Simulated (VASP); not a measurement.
# AgCl (Fm-3m) in VASP: single point with PBE

Aim: the single point of AgCl with PBE.

All numbers are computed with VASP 6.6.1; they aren't measurements. Logs are shortened: lines on timing, memory, paths and dates and some standing lists are left out, and cuts for length are marked.

## Step 1: The cell of the first run

It takes space group Fm-3m (No. 225, cubic). The conventional cell has a = 5.380 Å, b = 5.380 Å, c = 5.380 Å, α = 90.00°, β = 90.00°, γ = 90.00°. Ag (site symmetry m-3m) has 6 Cl at 2.69 Å within 3.5 Å. Cl (site symmetry m-3m) has 6 Ag at 2.69 Å within 3.5 Å.

## Step 2: Single point, PBE (strain -0.030 along x and y, -0.030 along z)

INCAR

```
SYSTEM = AgCl
PREC     = Accurate       ! precision mode
ENCUT    = 520            ! plane-wave cutoff, eV
EDIFF    = 1E-6           ! SCF threshold, eV
ISMEAR   = 0              ! smearing method
SIGMA    = 0.05           ! smearing width, eV
LREAL    = .FALSE.        ! projectors in reciprocal space
LASPH    = .TRUE.         ! aspherical terms in the spheres
NELM     = 100            ! most SCF steps
ALGO     = Normal         ! electronic algorithm
ISIF     = 2              ! what is computed and relaxed
LWAVE    = .FALSE.        ! write WAVECAR
LCHARG   = .TRUE.         ! write CHGCAR
GGA      = PE             ! functional
LELF     = .TRUE.         ! ELF
LVHAR    = .TRUE.       
NBANDS   = 16             ! bands
```

KPOINTS

```
regular mesh
0
G
  8 8 8
  0 0 0
```

POSCAR

```
AgCl
1.0
    0.0000000000      2.6899555000      2.6899555000
    2.6899555000      0.0000000000      2.6899555000
    2.6899555000      2.6899555000      0.0000000000
Ag Cl
1 1
Direct
    0.5000000000      0.5000000000      0.5000000000
    0.0000000000      0.0000000000      0.0000000000
```

Potentials or basis: VASP PAW PBE potentials, release 64 (Ag, Cl).

Started as:

```console
$ cat potpaw_PBE.64/Ag/POTCAR potpaw_PBE.64/Cl/POTCAR > POTCAR
$ mpirun -np 1 vasp_std > vasp.out
```

OUTCAR:

```text
SYSTEM = AgCl
   PREC = Accurate
   ENCUT = 520
   EDIFF = 1E-6
   ISMEAR = 0
   LREAL = .FALSE.
   LASPH = .TRUE.
   NELM = 100
   ISIF = 2
   GGA = PE

 ion  position               nearest neighbor table
   1  0.500  0.500  0.500-   2 2.69   2 2.69   2 2.69   2 2.69   2 2.69   2 2.69
   2  0.000  0.000  0.000-   1 2.69   1 2.69   1 2.69   1 2.69   1 2.69   1 2.69

  LATTYP: Found a face centered cubic cell.
 ALAT       =     5.3799110000

  Lattice vectors:

 A1 = (   0.0000000000,   2.6899555000,   2.6899555000)
 A2 = (   2.6899555000,   0.0000000000,   2.6899555000)
 A3 = (   2.6899555000,   2.6899555000,   0.0000000000)

Analysis of symmetry for initial positions (statically):
=====================================================================
 Subroutine PRICEL returns:
 Original cell was already a primitive cell.

 Routine SETGRP: Setting up the symmetry group for a
 face centered cubic supercell.

 Subroutine GETGRP returns: Found 48 space group operations
 (whereof 48 operations were pure point group operations)
 out of a pool of 48 trial point group operations.

The static configuration has the point symmetry O_h .

Analysis of symmetry for dynamics (positions and initial velocities):
=====================================================================
 Subroutine PRICEL returns:
 Original cell was already a primitive cell.

 Routine SETGRP: Setting up the symmetry group for a
 face centered cubic supercell.

 Subroutine GETGRP returns: Found 48 space group operations
 (whereof 48 operations were pure point group operations)
 out of a pool of 48 trial point group operations.

The dynamic configuration has the point symmetry O_h .

 Subroutine INISYM returns: Found 48 space group operations
 (whereof 48 operations are pure point group operations),
 and found     1 'primitive' translations

----------------------------------------------------------------------------------------

                                     Primitive cell

  volume of cell :      38.9283

  direct lattice vectors                    reciprocal lattice vectors
     0.000000000  2.689955500  2.689955500    -0.185876681  0.185876681  0.185876681
     2.689955500  0.000000000  2.689955500     0.185876681 -0.185876681  0.185876681
     2.689955500  2.689955500  0.000000000     0.185876681  0.185876681 -0.185876681

  length of vectors
     3.804171550  3.804171550  3.804171550     0.321947855  0.321947855  0.321947855

  position of ions in fractional coordinates (direct lattice)
     0.500000000  0.500000000  0.500000000
     0.000000000  0.000000000  0.000000000

  ion indices of the primitive-cell ions
   primitive index   ion index
                 1           1
                 2           2

----------------------------------------------------------------------------------------

 KPOINTS: regular mesh

Automatic generation of k-mesh.
 Grid dimensions read from file:
 generate k-points for:    8    8    8

 Generating k-lattice:

  Cartesian coordinates                     Fractional coordinates (reciprocal lattice)
    -0.023234585  0.023234585  0.023234585     0.125000000  0.000000000  0.000000000
     0.023234585 -0.023234585  0.023234585     0.000000000  0.125000000  0.000000000
     0.023234585  0.023234585 -0.023234585     0.000000000  0.000000000  0.125000000

  Length of vectors
     0.040243482  0.040243482  0.040243482

  Shift w.r.t. Gamma in fractional coordinates (k-lattice)
     0.000000000  0.000000000  0.000000000

 Subroutine IBZKPT returns following result:
 ===========================================

 Found     29 irreducible k-points:

 Following reciprocal coordinates:
            Coordinates               Weight
  0.000000  0.000000  0.000000      1.000000
  0.125000  0.000000  0.000000      8.000000
  0.250000  0.000000  0.000000      8.000000
  0.375000  0.000000  0.000000      8.000000
  0.500000  0.000000  0.000000      4.000000
  0.125000  0.125000  0.000000      6.000000
[... 16 lines left out ...]
  0.500000  0.250000  0.125000     48.000000
 -0.375000  0.250000  0.125000     24.000000
 [... further k-points ...]
   k-points           NKPTS =     29   k-points in BZ     NKDIM =     29   number of bands    NBANDS=     16
   number of dos      NEDOS =    301   number of ions     NIONS =      2
   total plane-waves  NPLWV =  21952
   dimension x,y,z NGX =    28 NGY =   28 NGZ =   28
   dimension x,y,z NGXF=    56 NGYF=   56 NGZF=   56
   ions per type =               1   1
   NGX,Y,Z   is equivalent  to a cutoff of  12.24, 12.24, 12.24 a.u.
   NGXF,Y,Z  is equivalent  to a cutoff of  24.47, 24.47, 24.47 a.u.
 SYSTEM =  AgCl
   PREC   = accura    normal or accurate (medium, high low for compatibility)
   ISTART =      0    job   : 0-new  1-cont  2-samecut
   ICHARG =      2    charge: 1-file 2-atom 10-const
   ISPIN  =      1    spin polarized calculation?
   LNONCOLLINEAR =      F non collinear calculations
   LSORBIT =      F    spin-orbit coupling
   LASPH  =      T    aspherical Exc in radial PAW
   ENCUT  =  520.0 eV  38.22 Ry    6.18 a.u.   7.07  7.07  7.07*2*pi/ulx,y,z
   NELM   =    100;   NELMIN=  2; NELMDL= -5     # of ELM steps
   EDIFF  = 0.1E-05   stopping-criterion for ELM
   LREAL  =      F    real-space projection
   EDIFFG = 0.1E-04   stopping-criterion for IOM
   NSW    =      0    number of steps for IOM
   IBRION =     -1    ionic relax: 0-MD 1-quasi-New 2-CG
   NFREE  =      0    steps in history (QN), initial steepest desc. (CG)
   ISIF   =      2    stress and relaxation
   ISYM   =      2    0-nonsym 1-usesym 2-fastsym
   POTIM  = 0.5000    time-step for ionic-motion
   TEBEG  =    0.0;   TEEND  =   0.0 temperature during run
   PSTRESS=    0.0 pullay stress
   NELECT =      18.0000    total number of electrons
   NUPDOWN=      -1.0000    fix difference up-down
   EMIN   =  10.00;   EMAX   =-10.00  energy-range for DOS
   EFERMI =   0.00;   METHOD = LEGACY
   ISMEAR =     0;   SIGMA  =   0.05  broadening in eV -4-tet -1-fermi 0-gaus
   EFERMI_NEDOS =   21; number of points for ismear=-14 and -15
   IALGO  =     38    algorithm
   IMIX   =      4    mixing-type and parameters
     AMIX     =   0.40;   BMIX     =  1.00
     AMIX_MAG =   1.60;   BMIX_MAG =  1.00
  volume/ion in A,a.u.               =      19.46       131.35
  Fermi-wavevector in a.u.,A,eV,Ry     =   1.265933  2.392266 21.804496  1.602585
  Thomas-Fermi vector in A             =   2.399160
   LORBIT       =      0    0 simple, 1 ext, 2 COOP (PROOUT), +10 PAW based schemes
   GGA     = PE    functional components
   LHFCALC =     F    Hartree Fock is set to
   AEXX    =    0.0000 exact exchange contribution
   IVDW    =     0    specifies the selected vdW correction
   LEPSILON=     F    determine dielectric tensor
   LRPA    =     F    only Hartree local field effects (RPA)
 non-spin polarized calculation
 Gauss-broadening in eV      SIGMA  =   0.05
  energy-cutoff  :      520.00
  volume of cell :       38.93
 maximum number of plane-waves:      1067
   NGX = 15   NGY = 15   NGZ = 15

 number of electron      18.0000007 magnetization

 Free energy of the ion-electron system (eV)
  ---------------------------------------------------
  ext. energy  EPLUGINS =         0.00000000
  ---------------------------------------------------
  free energy    TOTEN  =        -5.29733946 eV

  energy without entropy =       -5.29733946  energy(sigma->0) =       -5.29733946

 E-fermi :   5.3478     XC(G=0): -10.4521

 val. band max:        5.0370826470   @ k =   0.5000   0.0000   0.0000
 cond. band min:       5.9428493038   @ k =   0.0000   0.0000   0.0000
 fundamental gap:      0.9057666568
 Fermi energy:         5.3478445749

 k-point     1 :       0.0000    0.0000    0.0000
  band No.  band energies     occupation
      1     -10.7635      2.00000
      2       2.1903      2.00000
      3       2.1903      2.00000
      4       2.1903      2.00000
      5       2.2370      2.00000
      6       2.2370      2.00000
[... 8 lines left out ...]
     15      18.9100      0.00000
     16      18.9159      0.00000

 k-point     2 :       0.1250    0.0000    0.0000
  band No.  band energies     occupation
      1     -10.6870      2.00000
      2       1.3788      2.00000
      3       1.4461      2.00000
      4       1.4461      2.00000
      5       2.2579      2.00000
      6       2.2579      2.00000
[... 8 lines left out ...]
     15      17.2634      0.00000
     16      17.9634      0.00000

 k-point     3 :       0.2500    0.0000    0.0000
  band No.  band energies     occupation
      1     -10.4926      2.00000
      2       0.2156      2.00000
      3       0.7959      2.00000
      4       0.7959      2.00000
      5       2.4151      2.00000
      6       2.4151      2.00000
[... 8 lines left out ...]
     15      17.3544      0.00000
     16      17.9482      0.00000

 k-point     4 :       0.3750    0.0000    0.0000
  band No.  band energies     occupation
      1     -10.2825      2.00000
      2      -0.6725      2.00000
      3       0.3836      2.00000
      4       0.3836      2.00000
      5       2.5803      2.00000
      6       2.5803      2.00000
[... 8 lines left out ...]
     15      18.1680      0.00000
     16      18.2836      0.00000

 k-point     5 :       0.5000    0.0000    0.0000
  band No.  band energies     occupation
      1     -10.1901      2.00000
      2      -1.0020      2.00000
      3       0.2426      2.00000
      4       0.2426      2.00000
      5       2.6512      2.00000
      6       2.6512      2.00000
[... 8 lines left out ...]
     15      18.7120      0.00000
     16      18.9502      0.00000

 k-point     6 :       0.1250    0.1250    0.0000
  band No.  band energies     occupation
      1     -10.6644      2.00000
      2       0.8366      2.00000
      3       1.7634      2.00000
      4       1.7634      2.00000
      5       2.1285      2.00000
      6       2.2708      2.00000
[... 8 lines left out ...]
     15      19.0458      0.00000
     16      19.1961      0.00000
[... 267 lines left out ...]
 k-point    21 :       0.5000    0.5000    0.0000
  band No.  band energies     occupation
      1     -10.1832      2.00000
      2       0.0086      2.00000
      3       1.4688      2.00000
      4       1.4688      2.00000
      5       1.7772      2.00000
      6       2.4709      2.00000
[... 8 lines left out ...]
     15      20.2176      0.00000
     16      20.2176      0.00000

 k-point    22 :       0.3750    0.2500    0.1250
  band No.  band energies     occupation
      1     -10.3751      2.00000
      2      -0.2161      2.00000
      3       0.7049      2.00000
      4       1.0900      2.00000
      5       2.3033      2.00000
      6       2.5582      2.00000
[... 8 lines left out ...]
     15      19.3085      0.00000
     16      20.8832      0.00000

 k-point    23 :       0.5000    0.2500    0.1250
  band No.  band energies     occupation
      1     -10.2263      2.00000
      2      -0.4622      2.00000
      3       0.3724      2.00000
      4       0.6406      2.00000
      5       2.4554      2.00000
      6       2.6611      2.00000
[... 8 lines left out ...]
     15      19.5283      0.00000
     16      20.6139      0.00000

 k-point    24 :      -0.3750    0.2500    0.1250
  band No.  band energies     occupation
      1     -10.1625      2.00000
      2      -0.5398      2.00000
      3       0.3035      2.00000
      4       0.3703      2.00000
      5       2.5713      2.00000
      6       2.6507      2.00000
[... 8 lines left out ...]
     15      18.7854      0.00000
     16      20.2802      0.00000

 [... further k-points ...]

------------------------ aborting loop because EDIFF is reached ----------------------------------------

  FORCE on cell =-STRESS in cart. coord.  units (eV):
  Direction    XX          YY          ZZ          XY          YZ          ZX
  --------------------------------------------------------------------------------------
  -------------------------------------------------------------------------------------
  Total        1.7550977      1.7550977      1.7550977      0.0000000      0.0000000      0.0000000
  in kB       72.2348218     72.2348218     72.2348218      0.0000000      0.0000000      0.0000000
  external PRESSURE =      72.2348218 kB  Pullay stress =       0.0000000 kB

 VOLUME and BASIS-vectors are now :
 -----------------------------------------------------------------------------
  energy-cutoff  :      520.00
  volume of cell :       38.93
      direct lattice vectors                 reciprocal lattice vectors
     0.000000000  2.689955500  2.689955500    -0.185876681  0.185876681  0.185876681
     2.689955500  0.000000000  2.689955500     0.185876681 -0.185876681  0.185876681
     2.689955500  2.689955500  0.000000000     0.185876681  0.185876681 -0.185876681

 POSITION                                       TOTAL-FORCE (eV/Angst)
 -----------------------------------------------------------------------------------
      2.68996      2.68996      2.68996         0.000000      0.000000      0.000000
      0.00000      0.00000      0.00000        -0.000000     -0.000000     -0.000000
 -----------------------------------------------------------------------------------
    total drift:                                0.000000      0.000000      0.000000

  FREE ENERGIE OF THE ION-ELECTRON SYSTEM (eV)
  ---------------------------------------------------
  free  energy   TOTEN  =        -5.2973394603 eV

  energy  without entropy=       -5.2973394603  energy(sigma->0) =       -5.29733946
```

Run time: 24 s. Hardware: 1 thread of Intel Xeon Platinum 8175M at 2.50GHz (Skylake/Cascade Lake), shared host; peak memory 0.16 GiB.

Results:

```
Free energy            : -5.2973 eV
Pressure               : 7.2 GPa
Band gap on the k mesh : 0.91 eV, indirect (least direct gap 3.51 eV)
```

Levels at points of the mesh, in eV from the valence-band top:
```tsv
k point	band 6	band 7	band 8	band 9	band 10	band 11	band 12	band 13
(0.00, 0.00, 0.00)	-2.80	-2.72	-2.72	-2.72	0.91	10.81	10.81	10.81
(0.50, 0.00, 0.00)	-2.39	-2.02	0.00	0.00	3.98	7.06	7.48	7.48
(0.50, 0.50, 0.00)	-2.57	-2.24	-2.24	-2.08	2.22	7.89	8.94	12.00
```

Caveat: the cell differs from its parent crystal (strain -0.030 along x and y, -0.030 along z).
